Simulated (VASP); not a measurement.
A run of VASP 6.6.1 is set up as follows.

File INCAR:

```
  PREC = Accurate
  ENCUT = 520
  EDIFF = 1E-6
  ISMEAR = -1
  SIGMA = 0.05
  LREAL = False
  LASPH = True
  NELM = 60
  ALGO = Normal
  ISIF = 2
  LWAVE = False
  LCHARG = False
  LDIPOL = True
  IDIPOL = 3
  DIPOL = 0.5 0.5 0.500
  GGA = PE
  IBRION = 2
  NSW = 60
  EDIFFG = -0.01
```

KPOINTS

```
regular mesh
0
Gamma
  13 13 1
```

POSCAR

```
TiC
1.0
    3.0637012665      0.0000000000      0.0000000000
    0.0000000000      3.0637012665      0.0000000000
    0.0000000000      0.0000000000     18.1664000000
Ti C
2 2
Direct
    0.0000000000      0.0000000000      0.4403744291
    0.5000000000      0.5000000000      0.5596255709
    0.5000000000      0.5000000000      0.4403744291
    0.0000000000      0.0000000000      0.5596255709
```

Potentials or basis: VASP PAW PBE potentials, release 64 (Ti_sv, C).

Launch:

```sh
$ cat potpaw_PBE.64/Ti_sv/POTCAR potpaw_PBE.64/C/POTCAR > POTCAR
$ mpirun -np 1 vasp_std > vasp.out
```

Problem. What does it give for the energy gained by relaxing?

Solution. 21.7 meV/atom.

Problem. Predict the band gap on the k mesh.

Solution. Zero (bands 16 and 17 overlap by 0.32 eV).

The path:
```
step  energy change (eV)  largest force (eV/Å)  pressure (GPa)
   1              0.0000                1.2315           -3.42
   2             -0.0850                0.1526           -2.52
   3             -0.0860                0.0924           -2.40
   4             -0.0867                0.0528           -2.32
   5             -0.0870                0.0153           -2.25
   6             -0.0870                0.0119           -2.23
   7             -0.0870                0.0113           -2.23
   8             -0.0870                0.0035           -2.24
```
